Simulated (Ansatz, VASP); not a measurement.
CaFeC4N4: VASP beside Ansatz

The input INCAR:

```
SYSTEM = CaFeC4N4
ALGO     = Normal         ! electronic algorithm
EDIFF    = 1E-6           ! SCF threshold, eV
ENCUT    = 520            ! plane-wave cutoff, eV
GGA      = PE             ! functional
ISIF     = 2              ! what is computed and relaxed
ISMEAR   = 0              ! smearing method
ISPIN    = 2              ! spin polarisation
LASPH    = .TRUE.         ! aspherical terms in the spheres
LCHARG   = .FALSE.        ! write CHGCAR
LMAXMIX  = 4              ! l up to which the mixer works
LORBIT   = 11             ! projections on sites
LREAL    = .FALSE.        ! projectors in reciprocal space
LWAVE    = .FALSE.        ! write WAVECAR
MAGMOM   = 0 4 0 0 0 0 0 0 0 0 ! initial moments
NBANDS   = 42             ! bands
NELM     = 150            ! most SCF steps
PREC     = Accurate       ! precision mode
SIGMA    = 0.1            ! smearing width, eV
```

File KPOINTS:

```
k-points
0
G
  4 4 4
  0 0 0
```

The input POSCAR:

```
CaFeC4N4
1.0
    6.1406974600      0.0000000000      0.0000000000
    0.0000000000      6.1406974600      0.0000000000
    0.0000000000      0.0000000000      6.1406974600
Ca Fe C N
1 1 4 4
Direct
    0.5000000000      0.5000000000      0.5000000000
    0.0000000000      0.0000000000      0.0000000000
    0.1822113600      0.1822113600      0.1822113600
    0.1822113600      0.8177886400      0.8177886400
    0.8177886400      0.1822113600      0.8177886400
    0.8177886400      0.8177886400      0.1822113600
    0.2922151200      0.2922151200      0.2922151200
    0.2922151200      0.7077848800      0.7077848800
    0.7077848800      0.2922151200      0.7077848800
    0.7077848800      0.7077848800      0.2922151200
```

Input for Ansatz:

```yaml
crystal:
  lattice:
    - [6.14069746, 0.0, 0.0]
    - [0.0, 6.14069746, 0.0]
    - [0.0, 0.0, 6.14069746]
  atoms:
    - { symbol: Ca, position: [0.5, 0.5, 0.5] }
    - { symbol: Fe, position: [0.0, 0.0, 0.0], spin: 4.0 }
    - { symbol: C, position: [0.18221136, 0.18221136, 0.18221136] }
    - { symbol: C, position: [0.18221136, 0.81778864, 0.81778864] }
    - { symbol: C, position: [0.81778864, 0.18221136, 0.81778864] }
    - { symbol: C, position: [0.81778864, 0.81778864, 0.18221136] }
    - { symbol: "N", position: [0.29221512, 0.29221512, 0.29221512] }
    - { symbol: "N", position: [0.29221512, 0.70778488, 0.70778488] }
    - { symbol: "N", position: [0.70778488, 0.29221512, 0.70778488] }
    - { symbol: "N", position: [0.70778488, 0.70778488, 0.29221512] }
basis:
  ecutwfc: 420
kpoints:
  mp_grid: { grid: [4, 4, 4] }
hamiltonian:
  xc: pbe
scf:
  occupations: { method: gaussian, width: 0.1 }
  lower_state_search: "off"
output:
  forces: true
  stress: true
  eigenvalues: true
  populations: true
magnetization:
  spin_polarized: true
```

Alike in both runs: task single point; functional PBE; k mesh 4 × 4 × 4; occupations gaussian, width 0.1 eV; collinear spin.

|  | VASP | Ansatz |
| --- | --- | --- |
| version | VASP 6.6.1 | Ansatz 0.2.0 |
| potentials or method | VASP PAW PBE potentials, release 64 (Ca_sv, Fe, C, N), cutoff 520 eV | scalar-relativistic, plane waves, PAW |
| valence electrons in the cell | 54 | 62 |

|  | VASP | Ansatz | Ansatz less VASP |
| --- | --- | --- | --- |
| gap on the k mesh at the Fermi level (eV) | none | none | - |
| pressure (GPa) | 4.2 | 3.7 | -0.46 |
| rms of the force components (eV/Å) | 0.213 | 0.336 | +0.1224 |
| net moment per atom (μB) | 0.40 | 0.40 | 0.000 |
| size of the moment on the site where the two differ most (μB) | 3.13 | 2.75 | -0.383 |

Site moments also hang on the region over which each program counts them. Atom by atom the forces differ by 0.175 eV/Å (rms over components). A gap of «none» marks a metal or a gap that the smearing closes. One of these differences is far larger than is usual between the two programs; its cause wasn't traced. With one functional, cell and mesh, what is left measures potentials, basis and numerics. VASP's potentials hold 54 valence electrons a cell and Ansatz's 62, so a difference there can come from the potentials and not from the codes.

Noted on VASP's run: the standard files for N, O and F lose accuracy on very short bonds.
